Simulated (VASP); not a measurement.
A run of VASP 6.6.1 is set up as follows.

INCAR

```
SYSTEM = SiC
PREC = Accurate
ENCUT = 520
EDIFF = 1E-6
ISMEAR = 0
SIGMA = 0.05
LREAL = .False.
LASPH = .True.
NELM = 60
ALGO = Normal
ISIF = 2
LWAVE = .False.
LCHARG = .False.
GGA = PE
NBANDS = 11
```

File KPOINTS:

```
Automatic mesh
0
Gamma
  12 12 12
  0 0 0
```

The input POSCAR:

```
SiC
1.0
   -0.9130227875      1.8260455750      1.8260455750
    1.8260455750     -0.9130227875      1.8260455750
    1.8260455750      1.8260455750     -0.9130227875
Si C
1 1
Direct
    0.0000000000      0.0000000000      0.0000000000
    0.7500000000      0.7500000000      0.7500000000
```

Potentials or basis: VASP PAW PBE potentials, release 64 (Si, C).

Run with:

```sh
$ cat potpaw_PBE.64/Si/POTCAR potpaw_PBE.64/C/POTCAR > POTCAR
$ mpirun -np 1 vasp_std > vasp.out
```

Problem. What does it give for the band gap on the k mesh?

Solution. Zero (band 4 reaches 8.74 eV, above the bottom of band 5 at 7.74 eV).

Problem. Estimate the pressure.

Solution. 188.2 GPa.

Problem. Predict the largest force.

Solution. 62.433 eV/Å.

Stress tensor (GPa, compression positive):
```
188.24 206.93 206.93
206.93 188.24 206.93
206.93 206.93 188.24
```

Caveat: forces of over 1 eV/Å act on the atoms, so gaps and moduli don't describe the material at rest.
